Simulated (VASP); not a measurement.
Set up this calculation in VASP 6.6.1, as the native input.

```yaml
Task: single point
Functional: PBE
Potentials_or_basis: VASP PAW PBE potentials, release 64 (Ga_d, N)
Cutoff: 520 eV
k_mesh: 6 × 6 × 4
Occupations: gaussian, width 0.01 eV
Spin: no spin polarisation
Dipole_correction: no
Further_INCAR_settings: ALGO = Normal; EDIFF = 1e-06; NBANDS = 26
```

The structure of GaN lies in POSCAR:

```
GaN
1.0
    3.1800000000      0.0000000000      0.0000000000
   -1.5900000000      2.7539607840      0.0000000000
    0.0000000000      0.0000000000      5.1660000000
Ga N
2 2
Direct
    0.6666666667      0.3333333333      0.5000000000
    0.3333333333      0.6666666667      0.0000000000
    0.6666666667      0.3333333333      0.8750000000
    0.3333333333      0.6666666667      0.3750000000
```

These files were run (other wordings do the same):

INCAR

```
SYSTEM = GaN
PREC     = Accurate       ! precision mode
ENCUT    = 520            ! plane-wave cutoff, eV
EDIFF    = 1E-6           ! SCF threshold, eV
ISMEAR   = 0              ! smearing method
SIGMA    = 0.01           ! smearing width, eV
LREAL    = .False.        ! projectors in reciprocal space
LASPH    = .True.         ! aspherical terms in the spheres
NELM     = 60             ! most SCF steps
ALGO     = Normal         ! electronic algorithm
ISIF     = 2              ! what is computed and relaxed
LWAVE    = .False.        ! write WAVECAR
LCHARG   = .False.        ! write CHGCAR
GGA      = PE             ! functional
NBANDS   = 26             ! bands
```

KPOINTS

```
Automatic mesh
0
Gamma
  6 6 4
  0 0 0
```

Potentials or basis: VASP PAW PBE potentials, release 64 (Ga_d, N).

Launch:

```sh
$ cat potpaw_PBE.64/Ga_d/POTCAR potpaw_PBE.64/N/POTCAR > POTCAR
$ mpirun -np 1 vasp_std > vasp.out
```

It gave:

```
Pressure               : 7.3 GPa
Largest force          : 0.135 eV/Å
Band gap on the k mesh : 1.97 eV, direct
```

Run time: 21 s on 1 thread of Intel Xeon 6975P-C (shared host), peak memory 0.17 GiB.
